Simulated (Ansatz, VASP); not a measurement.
## AlN in VASP and in Ansatz

```
Al N
1.0
     3.08874    0.00000    0.00000
    -1.54437    2.67493    0.00000
     0.00000    0.00000    4.94377
Al N
2 2
Direct
  0.28942 0.63452 0.00152
  0.71058 0.36548 0.50152
  0.37252 0.69536 0.38348
  0.62748 0.30464 0.88348
```

Change from the starting cell: mode 4 frozen in at -0.086 Å and mode 5 at -0.086 Å (largest displacements).

Alike in both runs: task single point; functional LDA; k mesh 9 × 9 × 6; occupations gaussian, width 0.05 eV; no spin polarisation.

|  | VASP | Ansatz |
| --- | --- | --- |
| version | VASP 6.6.1 | Ansatz 0.2.0 |
| potentials or method | VASP PAW LDA potentials, release 64 (Al, N), cutoff 520 eV | scalar-relativistic, plane waves, PAW |
| valence electrons in the cell | 16 | 16 |

```csv
,VASP,Ansatz,Ansatz less VASP
gap on the k mesh at the Fermi level (eV),4.24,4.24,-0.005
least direct gap on the mesh (eV),4.24,4.24,-0.005
pressure (GPa),0.2,-0.4,-0.59
"traceless stress, the component that is largest in VASP (GPa)",-1.05,-1.07,-0.019
rms of the force components (eV/Å),0.332,0.332,-0.0002
```

LDA's correlation is that of Perdew and Zunger in VASP and of Perdew and Wang (1992) in Ansatz. Atom by atom the forces differ by 0.003 eV/Å (rms over components).
